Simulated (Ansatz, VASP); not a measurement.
Sb in VASP and in Ansatz

POSCAR

```
Sb
1.0
   -1.6274308932      1.6274308932      2.7994796718
    1.6274308932     -1.6274308932      2.7994796718
    1.6274308932      1.6274308932     -2.7994796718
Sb
1
Direct
    0.0000000000      0.0000000000      0.0000000000
```

Contents of INCAR.step1:

```
PREC = Accurate
ENCUT = 520
ISMEAR = -1
SIGMA = 0.1
LREAL = F
LASPH = T
NELM = 60
NBANDS = 8
GGA = PE
ALGO = Normal
EDIFF = 1E-4
LWAVE = T
LCHARG = F
```

INCAR.step2

```
PREC = Accurate
ENCUT = 520
EDIFF = 1E-6
ISMEAR = -1
SIGMA = 0.1
LREAL = F
LASPH = T
NELM = 60
ALGO = Normal
ISIF = 2
LWAVE = F
LCHARG = F
METAGGA = R2SCAN
LMIXTAU = T
NBANDS = 8
ISTART = 1
```

File KPOINTS:

```
Automatic mesh
0
Gamma
  13 13 13
```

Input for Ansatz:

```yaml
crystal:
  lattice:
    - [-1.6274308932215813, 1.6274308932215813, 2.7994796717505097]
    - [1.6274308932215813, -1.6274308932215813, 2.7994796717505097]
    - [1.6274308932215813, 1.6274308932215813, -2.7994796717505097]
  atoms:
    - { symbol: Sb, position: [0.0, 0.0, 0.0] }
basis:
  ecutwfc: 600.0
kpoints:
  mp_grid:
    grid: [13, 13, 13]
hamiltonian:
  xc: r2scan
scf:
  occupations:
    method: fermi_dirac
    width: 0.1
output:
  stress: true
```

Alike in both runs: task single point; functional r2SCAN; k mesh 13 × 13 × 13; occupations fermi-dirac, width 0.1 eV; no spin polarisation.

|  | VASP | Ansatz |
| --- | --- | --- |
| version | VASP 6.6.1 | Ansatz 0.2.0 |
| potentials or method | VASP PAW PBE potentials, release 64 (Sb), cutoff 520 eV | plane waves, PAW |
| valence electrons in the cell | 5 | 15 |

VASP gave:

```
pressure (GPa)                                                : -3.8
traceless stress, the component that is largest in VASP (GPa) : 1.42
```

Question: Estimate Ansatz's values.

Answer: Pressure (GPa): -3.7; traceless stress, the component that is largest in VASP (GPa): 1.44.

VASP's potentials were made for PBE, not for r2SCAN. VASP's potentials hold 5 valence electrons a cell and Ansatz's 15, so a difference there can come from the potentials and not from the codes.

Neither program's run includes spin-orbit coupling.
